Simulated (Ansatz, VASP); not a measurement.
**One calculation of Fe, two programs**

```
Fe
1.0
     0.00000    1.74674    1.74674
     1.74674    0.00000    1.74674
     1.74674    1.74674    0.00000
Fe
1
Cartesian
  0.0000 0.0000 0.0000
```

Alike in both runs: task single point; functional PBEsol; k mesh 18 × 18 × 18; occupations fermi-dirac, width 0.05 eV; collinear spin.

|  | VASP | Ansatz |
| --- | --- | --- |
| version | VASP 6.6.1 | Ansatz 0.2.0 |
| potentials or method | VASP PAW PBE potentials, release 64 (Fe), cutoff 520 eV | plane waves (420 eV) with PAW, scalar-relativistic |
| valence electrons in the cell | 8 | 16 |

VASP gave:

```
pressure (GPa)                                                : -14.1
net moment per atom (μB)                                      : 0.98
size of the moment on the site where the two differ most (μB) : 0.97
```

Problem. Estimate Ansatz's values.

Solution. Pressure (GPa): -14.4; net moment per atom (μB): 0.94; size of the moment on the site where the two differ most (μB): 0.95.

VASP's potentials were made for PBE, not for PBEsol, and Ansatz warns of the same on its side. Site moments also hang on the region over which each program counts them. With one functional, cell and mesh, what is left measures potentials, basis and numerics. VASP's potentials hold 8 valence electrons a cell and Ansatz's 16, so a difference there can come from the potentials and not from the codes.
